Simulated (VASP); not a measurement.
# LiAl7 (F-43m) in VASP: further runs, part 2 of 2

VASP 6.6.1.

### 4 Single point, PBE

Contents of INCAR:

```
SYSTEM = LiAl7
ALGO = Normal
EDIFF = 1E-6
ENCUT = 520
GGA = PE
ISIF = 2
ISMEAR = 0
LASPH = .True.
LCHARG = .False.
LREAL = .False.
LWAVE = .False.
NBANDS = 22
NELM = 100
PREC = Accurate
SIGMA = 0.1
```

Contents of KPOINTS:

```
k-points
0
Gamma
  4 4 4
  0 0 0
```

Contents of POSCAR:

```
LiAl7
1.0
    0.0000000000      4.4720904925      4.4720904925
    4.4720904925      0.0000000000      4.4720904925
    4.4720904925      4.4720904925      0.0000000000
Li Al
1 7
Direct
    0.0000000000      0.0000000000      0.0000000000
    0.9630094112      0.5369905888      0.5369905888
    0.5369905888      0.9630094112      0.9630094112
    0.5369905888      0.9630094112      0.5369905888
    0.9630094112      0.5369905888      0.9630094112
    0.5369905888      0.5369905888      0.9630094112
    0.9630094112      0.9630094112      0.5369905888
    0.2500000000      0.2500000000      0.2500000000
```

Potentials or basis: VASP PAW PBE potentials, release 64 (Li_sv, Al).

Run with:

```sh
$ cat potpaw_PBE.64/Li_sv/POTCAR potpaw_PBE.64/Al/POTCAR > POTCAR
$ mpirun -np 1 vasp_std > vasp.out
```

OUTCAR:

```text
SYSTEM = LiAl7
   EDIFF = 1E-6
   ENCUT = 520
   GGA = PE
   ISIF = 2
   ISMEAR = 0
   LASPH = .True.
   LREAL = .False.
   NELM = 100
   PREC = Accurate

 ion  position               nearest neighbor table
   1  0.000  0.000  0.000-
   2  0.963  0.537  0.537-   8 2.57   5 2.69   6 2.69   7 2.69   4 2.69
   3  0.537  0.963  0.963-   8 2.57   5 2.69   6 2.69   7 2.69   4 2.69
   4  0.537  0.963  0.537-   8 2.57   3 2.69   6 2.69   7 2.69   2 2.69
   5  0.963  0.537  0.963-   8 2.57   3 2.69   6 2.69   7 2.69   2 2.69
   6  0.537  0.537  0.963-   8 2.57   3 2.69   4 2.69   5 2.69   2 2.69
   7  0.963  0.963  0.537-   8 2.57   3 2.69   4 2.69   5 2.69   2 2.69
   8  0.250  0.250  0.250-   2 2.57   3 2.57   4 2.57   5 2.57   6 2.57   7 2.57

  LATTYP: Found a face centered cubic cell.
 ALAT       =     8.9441809850

  Lattice vectors:

 A1 = (   0.0000000000,   4.4720904925,   4.4720904925)
 A2 = (   4.4720904925,   0.0000000000,   4.4720904925)
 A3 = (   4.4720904925,   4.4720904925,   0.0000000000)

Analysis of symmetry for initial positions (statically):
=====================================================================
 Subroutine PRICEL returns:
 Original cell was already a primitive cell.

 Routine SETGRP: Setting up the symmetry group for a
 face centered cubic supercell.

 Subroutine GETGRP returns: Found 24 space group operations
 (whereof 24 operations were pure point group operations)
 out of a pool of 48 trial point group operations.

The static configuration has the point symmetry T_d .

Analysis of symmetry for dynamics (positions and initial velocities):
=====================================================================
 Subroutine PRICEL returns:
 Original cell was already a primitive cell.

 Routine SETGRP: Setting up the symmetry group for a
 face centered cubic supercell.

[... 121 lines left out ...]
  Fermi-wavevector in a.u.,A,eV,Ry     =   0.838091  1.583763  9.556692  0.702397
  Thomas-Fermi vector in A             =   1.952089
   LORBIT       =      0    0 simple, 1 ext, 2 COOP (PROOUT), +10 PAW based schemes
   GGA     = PE    functional components
   LHFCALC =     F    Hartree Fock is set to
   AEXX    =    0.0000 exact exchange contribution
   IVDW    =     0    specifies the selected vdW correction
   LEPSILON=     F    determine dielectric tensor
   LRPA    =     F    only Hartree local field effects (RPA)
 non-spin polarized calculation
 Gauss-broadening in eV      SIGMA  =   0.10
  energy-cutoff  :      520.00
  volume of cell :      178.88
 maximum number of plane-waves:      4909
   NGX = 23   NGY = 23   NGZ = 23

 number of electron      24.0000011 magnetization

 Free energy of the ion-electron system (eV)
  ---------------------------------------------------
  ext. energy  EPLUGINS =         0.00000000
  ---------------------------------------------------
  free energy    TOTEN  =       -25.45263965 eV

  energy without entropy =      -25.42770365  energy(sigma->0) =      -25.44017165

 E-fermi :   4.1360     XC(G=0):  -8.6014

 val. band max:        4.1352191444   @ k =   0.5000   0.0000   0.0000
 cond. band min:       4.1450299641   @ k =   0.5000   0.5000   0.0000
 fundamental gap:      0.0098108197
 Fermi energy:         4.1360429700

 k-point     1 :       0.0000    0.0000    0.0000
  band No.  band energies     occupation
      1     -42.4822      2.00000
      2      -5.0093      2.00000
      3      -1.6195      2.00000
      4      -0.3645      2.00000
      5      -0.3645      2.00000
      6      -0.3645      2.00000
[... 189 lines left out ...]
     21       7.6655      0.00000
     22       7.8569      0.00000

------------------------ aborting loop because EDIFF is reached ----------------------------------------

  FORCE on cell =-STRESS in cart. coord.  units (eV):
  Direction    XX          YY          ZZ          XY          YZ          ZX
  --------------------------------------------------------------------------------------
  -------------------------------------------------------------------------------------
  Total        0.2359750      0.2359750      0.2359750      0.0000000      0.0000000      0.0000000
  in kB        2.1135608      2.1135608      2.1135608      0.0000000      0.0000000      0.0000000
  external PRESSURE =       2.1135608 kB  Pullay stress =       0.0000000 kB

 VOLUME and BASIS-vectors are now :
 -----------------------------------------------------------------------------
  energy-cutoff  :      520.00
  volume of cell :      178.88
      direct lattice vectors                 reciprocal lattice vectors
     0.000000000  4.472090492  4.472090492    -0.111804535  0.111804535  0.111804535
     4.472090492  0.000000000  4.472090492     0.111804535 -0.111804535  0.111804535
     4.472090492  4.472090492  0.000000000     0.111804535  0.111804535 -0.111804535

 POSITION                                       TOTAL-FORCE (eV/Angst)
 -----------------------------------------------------------------------------------
      0.00000      0.00000      0.00000         0.000000     -0.000000     -0.000000
      4.80294      6.70814      6.70814        -0.005419     -0.000000     -0.000000
      8.61333      6.70814      6.70814         0.005419     -0.000000     -0.000000
      6.70814      4.80294      6.70814         0.000000     -0.005419     -0.000000
      6.70814      8.61333      6.70814         0.000000      0.005419     -0.000000
      6.70814      6.70814      4.80294         0.000000     -0.000000     -0.005419
      6.70814      6.70814      8.61333         0.000000     -0.000000      0.005419
      2.23605      2.23605      2.23605         0.000000     -0.000000     -0.000000
 -----------------------------------------------------------------------------------
    total drift:                               -0.000000     -0.000000     -0.000000

  FREE ENERGIE OF THE ION-ELECTRON SYSTEM (eV)
  ---------------------------------------------------
  free  energy   TOTEN  =       -25.4526396521 eV

  energy  without entropy=      -25.4277036452  energy(sigma->0) =      -25.44017165
```

OSZICAR:

```text
N       E                     dE             d eps       ncg     rms          rms(c)
DAV:   1     0.407790778317E+02    0.40779E+02   -0.77966E+03   352   0.887E+02
DAV:   2    -0.217904667685E+02   -0.62570E+02   -0.59833E+02   432   0.135E+02
DAV:   3    -0.258044582983E+02   -0.40140E+01   -0.39591E+01   580   0.268E+01
DAV:   4    -0.259905508436E+02   -0.18609E+00   -0.18519E+00   544   0.560E+00
DAV:   5    -0.259941830816E+02   -0.36322E-02   -0.36313E-02   506   0.756E-01    0.393E+00
DAV:   6    -0.255516182873E+02    0.44256E+00   -0.53236E-01   406   0.260E+00    0.222E+00
DAV:   7    -0.254509866091E+02    0.10063E+00   -0.40251E-01   428   0.218E+00    0.596E-01
DAV:   8    -0.254518962892E+02   -0.90968E-03   -0.43335E-02   416   0.924E-01    0.192E-01
DAV:   9    -0.254523665093E+02   -0.47022E-03   -0.26968E-03   448   0.237E-01    0.132E-01
DAV:  10    -0.254525704401E+02   -0.20393E-03   -0.61192E-04   418   0.106E-01    0.534E-02
DAV:  11    -0.254526337410E+02   -0.63301E-04   -0.13151E-04   406   0.474E-02    0.833E-03
DAV:  12    -0.254526358770E+02   -0.21360E-05   -0.19537E-05   498   0.172E-02    0.516E-03
DAV:  13    -0.254526395070E+02   -0.36300E-05   -0.10995E-05   406   0.125E-02    0.383E-03
DAV:  14    -0.254526396521E+02   -0.14515E-06   -0.23705E-07   310   0.230E-03
   1 F= -.25452640E+02 E0= -.25440172E+02  d E =-.249360E-01
```

stdout:

```text
POSCAR found type information on POSCAR LiAl
 POSCAR found :  2 types and       8 ions
 scaLAPACK will be used
 LDA part: xc-table for (Slater+PW92), standard interpolation
 POSCAR, INCAR and KPOINTS ok, starting setup
 FFT: planning ... GRIDC
 FFT: planning ... GRID_SOFT
 FFT: planning ... GRID
 WAVECAR not read
 entering main loop
```

Wall time 27 s (1 thread of Intel Xeon Platinum 8488C (Sapphire Rapids), shared host); peak memory 0.3 GiB.

Results:

```
Free energy            : -25.4526 eV
Largest force          : 0.005 eV/Å
Band gap on the k mesh : zero (band 12 reaches 4.21 eV, above the bottom of band 13 at 2.77 eV)
```

Forces in eV/Å, atoms in the order of the input:
```
Li   0.000  0.000  0.000
Al  -0.005  0.000  0.000
Al   0.005  0.000  0.000
Al   0.000 -0.005  0.000
Al   0.000  0.005  0.000
Al   0.000  0.000 -0.005
Al   0.000  0.000  0.005
Al   0.000  0.000  0.000
```

Caveat: the cutoff is under 1.25 times the usual one of these potentials, so pressure, stress and relaxed cells hold a basis-set (Pulay) error.

### 5 Relaxation of cell and atoms, PBE

This run uses another cell than the first one, of 17.21 Å³/atom, 0.769 times its volume.

Contents of INCAR:

```
SYSTEM = LiAl7
PREC     = Accurate       ! precision mode
ENCUT    = 600            ! plane-wave cutoff, eV
EDIFF    = 1E-6           ! SCF threshold, eV
ISMEAR   = 0              ! smearing method
SIGMA    = 0.1            ! smearing width, eV
LREAL    = .False.        ! projectors in reciprocal space
LASPH    = .True.         ! aspherical terms in the spheres
NELM     = 100            ! most SCF steps
ALGO     = Normal         ! electronic algorithm
ISIF     = 3              ! what is computed and relaxed
LWAVE    = .False.        ! write WAVECAR
LCHARG   = .False.        ! write CHGCAR
GGA      = PE             ! functional
IBRION   = 2              ! ionic algorithm
NSW      = 90             ! ionic steps
EDIFFG   = -0.04          ! ionic threshold
```

Contents of KPOINTS:

```
regular mesh
0
Gamma
  4 4 4
  0 0 0
```

Contents of POSCAR:

```
LiAl7
1.0
    0.0000000000      4.0983100200      4.0983100200
    4.0983100200      0.0000000000      4.0983100200
    4.0983100200      4.0983100200      0.0000000000
Li Al
1 7
Direct
    0.0000000000      0.0000000000      0.0000000000
    0.9990603600      0.5009396400      0.5009396400
    0.5009396400      0.9990603600      0.9990603600
    0.5009396400      0.9990603600      0.5009396400
    0.9990603600      0.5009396400      0.9990603600
    0.5009396400      0.5009396400      0.9990603600
    0.9990603600      0.9990603600      0.5009396400
    0.2500000000      0.2500000000      0.2500000000
```

Run with:

```sh
$ cat potpaw_PBE.64/Li_sv/POTCAR potpaw_PBE.64/Al/POTCAR > POTCAR
$ mpirun -np 1 vasp_std > vasp.out
```

Wall time 75 s (1 thread of Intel Xeon Platinum 8488C (Sapphire Rapids), shared host); peak memory 0.32 GiB.

Results (log left out):

```yaml
Free_energy: -25.4483 eV
Relaxed_volume: 22.40 Å³/atom
Relaxed_cell: a = 6.328 Å, b = 6.328 Å, c = 6.328 Å, α = 60.00°, β = 60.00°, γ = 60.00°
Space_group_after_relaxing_to_0.05_Å: F-43m (No. 216)
Energy_gained_by_relaxing: 890.9 meV/atom
Ionic_steps: 5
Pressure_after_relaxing: 0.1 GPa
Largest_force_after_relaxing: 0.028 eV/Å
Band_gap_on_the_k_mesh: zero (band 12 reaches 4.21 eV, above the bottom of band 13 at 2.75 eV)
```

Forces on the atoms (eV/Å):
```
Li   0.000  0.000  0.000
Al   0.028  0.000  0.000
Al  -0.028  0.000  0.000
Al   0.000  0.028  0.000
Al   0.000 -0.028  0.000
Al   0.000  0.000  0.028
Al   0.000  0.000 -0.028
Al   0.000  0.000  0.000
```

Step by step:
```
step  energy change (eV)  largest force (eV/Å)  pressure (GPa)  volume (Å³)
   1              0.0000                6.2166           25.20       137.67
   2             -6.8790                0.1991           -3.81       198.96
   3             -6.9754                0.6018           -2.41       188.74
   4             -7.1242                0.1274           -0.32       180.49
   5             -7.1276                0.0283            0.10       179.16
```

Final structure:
```
Li Al
1.0
     0.00000    4.47446    4.47446
     4.47446    0.00000    4.47446
     4.47446    4.47446    0.00000
Li Al
1 7
Direct
  0.00000 0.00000 0.00000
  0.96322 0.53678 0.53678
  0.53678 0.96322 0.96322
  0.53678 0.96322 0.53678
  0.96322 0.53678 0.96322
  0.53678 0.53678 0.96322
  0.96322 0.96322 0.53678
  0.25000 0.25000 0.25000
```

Levels at points of the mesh, in eV from the Fermi level:
| k point | band 9 | band 10 | band 11 | band 12 | band 13 | band 14 | band 15 | band 16 |
| --- | --- | --- | --- | --- | --- | --- | --- | --- |
| (0.00, 0.00, 0.00) | -2.33 | -1.81 | -1.81 | -1.81 | -1.38 | -1.38 | 0.17 | 2.00 |
| (0.50, 0.00, 0.00) | -3.38 | -0.37 | -0.37 | 0.00 | 0.79 | 0.79 | 1.48 | 2.04 |
| (0.50, 0.50, 0.00) | -1.31 | -0.56 | -0.50 | 0.01 | 0.40 | 0.40 | 1.25 | 1.90 |

Caveat: the cutoff is under 1.25 times the usual one of these potentials, so pressure, stress and relaxed cells hold a basis-set (Pulay) error; the volume moved by over 15 % at a fixed basis, so the end points are rough.

### 6 Overview

```csv
task,cell,k mesh,cutoff (eV),gap on the mesh (eV),pressure (GPa),relaxed volume (Å³/atom),largest force (eV/Å)
single point,"a = 6.325 Å, angles 60.0°, 8 atoms",8 × 8 × 8,520,none,-,-,-
relaxation of cell and atoms,"relaxed from a = 6.324 Å, angles 60.0°, 8 atoms",8 × 8 × 8,600,none,0.0,22.36,-
single point,"a = 6.324 Å, angles 60.0°, 8 atoms",4 × 4 × 4,520,none,-,-,0.01
relaxation of cell and atoms,"relaxed from a = 5.796 Å, angles 60.0°, 8 atoms",4 × 4 × 4,600,none,0.1,22.40,0.03
```

Some of these runs hold the atoms at other places in the same cell, which the table doesn't show; runs alike in all that it shows share one row.

Alike in all rows: level PBE; potentials or basis VASP PAW PBE potentials, release 64 (Li_sv, Al); no spin polarisation; smearing gaussian 0.1 eV.

Caveats: the cutoff is under 1.25 times the usual one of these potentials, so pressure, stress and relaxed cells hold a basis-set (Pulay) error; the volume moved by over 15 % at a fixed basis, so the end points are rough (some runs).

Absolute energies hang on the potentials; compare differences alone.
